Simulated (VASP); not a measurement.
Crystal: KBr.

```
K Br
1.0
     0.00000    3.29250    3.29250
     3.29250    0.00000    3.29250
     3.29250    3.29250    0.00000
K Br
1 1
Direct
  0.00000 0.00000 0.00000
  0.50000 0.50000 0.50000
```

| Quantity | Value |
| --- | --- |
| Program | VASP 6.6.1 |
| Task | relaxation of cell and atoms |
| Functional | LDA |
| Potentials or basis | VASP PAW LDA potentials, release 64 (K_sv, Br) |
| Cutoff | 600 eV |
| k mesh | 6 × 6 × 6 |
| Occupations | gaussian, width 0.02 eV |
| Spin | no spin polarisation |

At the start: pressure -1.5 GPa; volume 35.69 Å³/atom.

Problem. How do energy, volume and symmetry change on relaxing?

Solution. Over 4 steps the energy falls by 16.4 meV/atom and the volume is 32.49 Å³/atom (-9.0 %); space group Fm-3m (No. 225, to 0.05 Å).

Step by step:
```csv
step,energy change (eV),largest force (eV/Å),pressure (GPa),volume (Å³)
1,0.0000,0.0000,-1.50,71.39
2,-0.0250,0.0000,-0.81,67.98
3,-0.0328,0.0000,-0.08,65.27
4,-0.0329,0.0000,0.01,64.98
```

Final structure:
```
K Br
1.0
     0.00000    3.19098    3.19098
     3.19098    0.00000    3.19098
     3.19098    3.19098    0.00000
K Br
1 1
Direct
  0.00000 0.00000 0.00000
  0.50000 0.50000 0.50000
```
